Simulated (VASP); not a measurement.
A run of VASP 6.6.1 is set up as follows.

File INCAR:

```
PREC     = Accurate       # precision mode
ENCUT    = 520            # plane-wave cutoff, eV
EDIFF    = 1E-7           # SCF threshold, eV
ISMEAR   = -1             # smearing method
SIGMA    = 0.05           # smearing width, eV
LREAL    = F              # projectors in reciprocal space
LASPH    = T              # aspherical terms in the spheres
NELM     = 80             # most SCF steps
ALGO     = Normal         # electronic algorithm
ISIF     = 2              # what is computed and relaxed
LWAVE    = F              # write WAVECAR
LCHARG   = T              # write CHGCAR
GGA      = PS             # functional
IVDW     = 12             # dispersion correction
LELF     = T              # ELF
LVHAR    = T            
NBANDS   = 27             # bands
```

File KPOINTS:

```
Automatic mesh
0
Gamma
  8 8 8
```

File POSCAR:

```
InSe
1.0
    1.9865767768      1.1469506368      8.3833539979
   -1.9865767768      1.1469506368      8.3833539979
    0.0000000000     -2.2939012737      8.3833539979
In Se
2 2
Direct
    0.8886000000      0.8886000000      0.8886000000
    0.0000000000      0.0000000000      0.0000000000
    0.1719000000      0.1719000000      0.1719000000
    0.3835000000      0.3835000000      0.3835000000
```

Potentials or basis: VASP PAW PBE potentials, release 64 (In_d, Se).

Launch:

```bash
$ cat potpaw_PBE.64/In_d/POTCAR potpaw_PBE.64/Se/POTCAR > POTCAR
$ mpirun -np 1 vasp_std > vasp.out
```

**Question.** Estimate the pressure.

**Answer.** -0.4 GPa.

**Question.** What does it give for the dispersion energy per atom?

**Answer.** -0.295 eV.

**Question.** Predict the largest force.

**Answer.** 0.394 eV/Å.

**Question.** What does it give for the band gap on the k mesh?

**Answer.** 0.38 eV.

Stress tensor (GPa, compression positive):
```
 0.05  0.00  0.00
 0.00  0.05  0.00
 0.00  0.00 -1.15
```

Caveat: semilocal functionals underestimate gaps, and a narrow one can read as zero; the PAW data sets were made with another functional, which shifts forces and pressure a little; spin-orbit coupling is left out, which moves the levels of the heavy elements.

**Experimental background.**

“The Interaction of Hydrogen with the van der Waals Crystal γ-InSe”, 2020, pmc:7321205 reports, for a bulk crystal of InSe at 300 K: band gap 1.25 eV.

A measured gap of InSe is 1.25 eV (300 K; “The Interaction of Hydrogen with the van der Waals Crystal γ-InSe”, 2020, pmc:7321205); the calculated 0.38 eV misses it by -0.87 eV. Spin-orbit coupling on In, Se is left out. The value is that of PBEsol+D3(BJ) on a finite k mesh, which can miss the band edges, without temperature or zero-point motion. Semilocal functionals fall short of measured gaps as a rule.
